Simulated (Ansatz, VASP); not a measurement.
**One calculation of Ge, two programs**

File INCAR:

```
PREC = Accurate
ENCUT = 520
EDIFF = 1E-7
ISMEAR = -1
SIGMA = 0.05
LREAL = False
LASPH = True
NELM = 60
ALGO = Normal
ISIF = 2
LWAVE = False
LCHARG = False
GGA = PS
NBANDS = 21
```

KPOINTS

```
Automatic mesh
0
Gamma
  8 8 8
```

POSCAR

```
Ge
1.0
    0.0000000000      2.8843929095      2.8843929095
    2.8843929095      0.0000000000      2.8843929095
    2.8843929095      2.8843929095      0.0000000000
Ge
2
Direct
    0.7500000000      0.7500000000      0.7500000000
    0.5000000000      0.5000000000      0.5000000000
```

File input.yaml:

```yaml
crystal:
  lattice:
    - [0.0, 2.8843929095, 2.8843929095]
    - [2.8843929095, 0.0, 2.8843929095]
    - [2.8843929095, 2.8843929095, 0.0]
  atoms:
    - { symbol: Ge, position: [0.75, 0.75, 0.75] }
    - { symbol: Ge, position: [0.5, 0.5, 0.5] }
kpoints:
  mp_grid: { grid: [8, 8, 8] }
scf:
  occupations: { method: fermi_dirac, width: 0.05 }
hamiltonian:
  xc: pbesol
  pseudopotentials: { kind: all_electron, lapw: { basis_error: 0.001 } }
output:
  forces: true
  stress: true
  eigenvalues: true
```

Change from the starting cell: volume scaled by 1.06.

Alike in both runs: task single point; functional PBEsol; k mesh 8 × 8 × 8; occupations fermi-dirac, width 0.05 eV; no spin polarisation.

```csv
,VASP,Ansatz
version,VASP 6.6.1,Ansatz 0.2.0
potentials or method,"VASP PAW PBE potentials, release 64 (Ge_d), cutoff 520 eV","all-electron LAPW, scalar-relativistic"
```

|  | VASP | Ansatz | Ansatz less VASP |
| --- | --- | --- | --- |
| gap on the k mesh at the Fermi level (eV) | none | none | - |
| pressure (GPa) | -3.0 | -2.9 | +0.08 |

VASP's potentials were made for PBE, not for PBEsol. A gap of «none» marks a metal or a gap that the smearing closes. Ansatz ran all-electron here, and VASP with PAW potentials.
